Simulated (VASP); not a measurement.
Here is a VASP 6.6.1 calculation.

Contents of INCAR:

```
SYSTEM = EuCuAs
PREC = Accurate
ENCUT = 520
EDIFF = 1E-6
ISMEAR = -1
SIGMA = 0.05
LREAL = .FALSE.
LASPH = .TRUE.
NELM = 150
ALGO = Normal
ISIF = 2
LWAVE = .FALSE.
LCHARG = .FALSE.
ISPIN = 2
MAGMOM = 7 7 0 0 0.6 0.6
LORBIT = 11
LMAXMIX = 6
GGA = PS
NBANDS = 46
```

Contents of KPOINTS:

```
Automatic mesh
0
G
  7 7 4
  0 0 0
```

POSCAR

```
EuCuAs
1.0
    4.1130789130      0.0000000000      0.0000000000
   -2.0565394565      3.5620308263      0.0000000000
    0.0000000000      0.0000000000      8.1638670545
Eu As Cu
2 2 2
Direct
    0.0000000000      0.0000000000      0.0000000000
    0.0000000000      0.0000000000      0.5000000000
    0.6666666667      0.3333333333      0.7500000000
    0.3333333333      0.6666666667      0.2500000000
    0.3333333333      0.6666666667      0.7500000000
    0.6666666667      0.3333333333      0.2500000000
```

Potentials or basis: VASP PAW PBE potentials, release 64 (Eu, As, Cu).

The run is started by

```sh
$ cat potpaw_PBE.64/Eu/POTCAR potpaw_PBE.64/As/POTCAR potpaw_PBE.64/Cu/POTCAR > POTCAR
$ mpirun -np 1 vasp_std > vasp.out
```

What does it give for the net moment?

14.05 μB per cell.

What does it give for the pressure?

0.7 GPa.

What does it give for the site moments?

Eu +6.54; As -0.05; Cu +0.02 μB.

Stress tensor (GPa, compression positive):
```
 1.22  0.00  0.00
 0.00  1.22  0.00
 0.00  0.00 -0.26
```

Caveat: the PAW data sets were made with another functional, which shifts forces and pressure a little. The state reached can hang on the start; a lower one may exist.
